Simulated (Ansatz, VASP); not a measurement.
# BeCo in VASP and in Ansatz

INCAR

```
ALGO = Normal
EDIFF = 1E-7
ENCUT = 520
GGA = PS
ISIF = 2
ISMEAR = -1
ISPIN = 2
LASPH = T
LCHARG = F
LMAXMIX = 4
LORBIT = 11
LREAL = F
LWAVE = F
MAGMOM = 0 3.2
NBANDS = 16
NELM = 150
PREC = Accurate
SIGMA = 0.1
```

KPOINTS

```
k-points
0
Gamma
  11 11 11
```

Contents of POSCAR:

```
BeCo
1.0
    2.5528013993      0.0000000000      0.0000000000
    0.0000000000      2.5528013993      0.0000000000
    0.0000000000      0.0000000000      2.5528013993
Be Co
1 1
Direct
    0.0000000000      0.0000000000      0.0000000000
    0.5000000000      0.5000000000      0.5000000000
```

Input for Ansatz:

```yaml
crystal:
  lattice:
    - [2.552801399312753, 0.0, 0.0]
    - [0.0, 2.552801399312753, 0.0]
    - [0.0, 0.0, 2.552801399312753]
  atoms:
    - { symbol: Be, position: [0.0, 0.0, 0.0] }
    - { symbol: Co, position: [0.5, 0.5, 0.5], spin: 3.2 }
kpoints:
  mp_grid:
    grid: [11, 11, 11]
hamiltonian:
  xc: pbesol
  pseudopotentials:
    kind: all_electron
    lapw:
      basis_error: 0.001
magnetization:
  spin_polarized: true
scf:
  occupations:
    method: fermi_dirac
    width: 0.1
```

Alike in both runs: task single point; functional PBEsol; k mesh 11 × 11 × 11; occupations fermi-dirac, width 0.1 eV; collinear spin.

|  | VASP | Ansatz |
| --- | --- | --- |
| version | VASP 6.6.1 | Ansatz 0.2.0 |
| potentials or method | VASP PAW PBE potentials, release 64 (Be, Co), cutoff 520 eV | all-electron (LAPW or listed datasets) |

VASP gave:

* net moment per atom (μB): 0.16
* size of the moment on the site where the two differ most (μB): 0.34

Problem. Estimate Ansatz's values.

Solution. net moment per atom (μB): 0.17; size of the moment on the site where the two differ most (μB): 0.35.

VASP's potentials were made for PBE, not for PBEsol. Site moments also hang on the region over which each program counts them. Ansatz ran all-electron here, and VASP with PAW potentials. Ansatz's warnings: given moment on shells.
